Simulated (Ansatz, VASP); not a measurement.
# In in VASP and in Ansatz

File POSCAR:

```
In
1.0
   -1.6190646052      1.6612415974      2.5247666629
    1.6612415974     -1.6190646052      2.5247666629
    1.5669310712      1.5669310712     -2.4970521319
In
1
Direct
    0.0000000000      0.0000000000      0.0000000000
```

The input INCAR.step1:

```
SYSTEM = In
PREC = Accurate
ENCUT = 520
ISMEAR = 1
SIGMA = 0.3
LREAL = .False.
LASPH = .True.
NELM = 100
NBANDS = 12
GGA = PE
ALGO = Normal
EDIFF = 1E-4
LWAVE = .True.
LCHARG = .False.
```

INCAR.step2

```
SYSTEM = In
PREC = Accurate
ENCUT = 520
EDIFF = 1E-6
ISMEAR = 1
SIGMA = 0.3
LREAL = .False.
LASPH = .True.
NELM = 100
ALGO = Normal
ISIF = 2
LWAVE = .False.
LCHARG = .True.
METAGGA = R2SCAN
LMIXTAU = .True.
LELF = .True.
LVHAR = .True.
NBANDS = 12
ISTART = 1
```

The input KPOINTS:

```
Automatic mesh
0
Gamma
  11 11 14
  0 0 0
```

Input for Ansatz:

```yaml
crystal:
  lattice:
    - [-1.6190646052, 1.6612415974, 2.5247666629]
    - [1.6612415974, -1.6190646052, 2.5247666629]
    - [1.5669310712, 1.5669310712, -2.4970521319]
  atoms:
    - { symbol: In, position: [0.0, 0.0, 0.0] }
hamiltonian:
  xc: r2scan
  pseudopotentials:
    kind: paw
    azcp:
      In: "pseudopotentials/In.paw.azcp"
basis:
  ecutwfc: 500
  fft_grid_basis: typed
kpoints:
  mp_grid: { grid: [11, 11, 14], shift: [0, 0, 0] }
magnetization:
  spin_polarized: false
scf:
  occupations: { method: methfessel_paxton, width: 0.3 }
  lower_state_search: "off"
output:
  stress: true
```

Alike in both runs: task single point; functional r2SCAN; k mesh 11 × 11 × 14; occupations methfessel-paxton of order 1, width 0.3 eV; no spin polarisation.

|  | VASP | Ansatz |
| --- | --- | --- |
| version | VASP 6.6.1 | Ansatz 0.2.0 |
| potentials or method | VASP PAW PBE potentials, release 64 (In_d), cutoff 520 eV | plane waves (500 eV) with PAW, scalar-relativistic |
| valence electrons in the cell | 13 | 13 |

```tsv
	VASP	Ansatz	Ansatz less VASP
pressure (GPa)	0.1	0.1	-0.02
traceless stress, the component that is largest in VASP (GPa)	-0.18	-0.18	+0.002
```

VASP's potentials were made for PBE, not for r2SCAN.
